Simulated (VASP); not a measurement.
Mo3P3H, 7 atoms in the cell. The cell holds a slab with vacuum, 7 atoms: a = 3.174 Å, b = 3.206 Å, c = 25.479 Å, α = 90.00°, β = 90.00°, γ = 90.00°. 

| Property | Result |
| --- | --- |
| Program | VASP 6.6.1 |
| Task | relaxation of the atoms |
| Functional | PBEsol |
| Potentials or basis | VASP PAW PBE potentials, release 64 (Mo_sv, P, H) |
| Cutoff | 450 eV |
| k mesh | 9 × 9 × 1 |
| Occupations | gaussian, width 0.1 eV |
| Spin | no spin polarisation |
| Dipole correction | yes |
| Atoms held fixed (from 0) | [0, 1, 2, 3, 4, 5] |
| Further INCAR settings | ALGO = Normal; EDIFF = 1e-07; NELMDL = -8; IBRION = 2; EDIFFG = -0.02; NSW = 45 |
| Atoms held along some axes (from 0) | atom 6 along a and b |

Potentials or basis: VASP PAW PBE potentials, release 64 (Mo_sv, P, H).

Run with:

```bash
$ cat potpaw_PBE.64/Mo_sv/POTCAR potpaw_PBE.64/P/POTCAR potpaw_PBE.64/H/POTCAR > POTCAR
$ mpirun -np 1 vasp_std > vasp.out
```

Hardware: 1 thread of Oxide Virtual Turin-like Processor, with other jobs on the host.

Task: Estimate the wall time of this run.

Result: Wall time 16 min on 1 thread of Oxide Virtual Turin-like Processor, on a shared host, peak memory 0.39 GiB. Counts: scf iterations 59, k points 25, ion steps 3.
